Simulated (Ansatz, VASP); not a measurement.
One calculation of Ga, two programs

```
CELL_PARAMETERS angstrom
1.45000 -4.06500 0.00000
1.45000 4.06500 0.00000
0.00000 0.00000 3.17000
ATOMIC_POSITIONS crystal
Ga 0.13300 0.86700 0.75000
Ga 0.86700 0.13300 0.25000
```

Alike in both runs: task relaxation of cell and atoms; functional PBEsol; k mesh 10 × 10 × 8; occupations fermi-dirac, width 0.05 eV; no spin polarisation.

|  | VASP | Ansatz |
| --- | --- | --- |
| version | VASP 6.6.1 | Ansatz 0.2.0 |
| potentials or method | VASP PAW PBE potentials, release 64 (Ga_d) | Ansatz PAW |
| plane-wave cutoff (eV) | 600 | 420 |
| valence electrons in the cell | 26 | 26 |

```csv
,VASP,Ansatz,Ansatz less VASP
"gap on the k mesh at the Fermi level, each at its own relaxed structure (eV)",none,none,-
relaxed volume (Å³/atom),17.93,17.93,+0.002
relaxed cell length with the largest relative difference (Å),4.260,4.253,-0.0064
```

VASP's potentials were made for PBE, not for PBEsol. A gap of «none» marks a metal or a gap that the smearing closes.

Noted on Ansatz's run: the plane-wave basis is chosen anew once the cell has moved, so the energies of steps on either side of that aren't comparable.
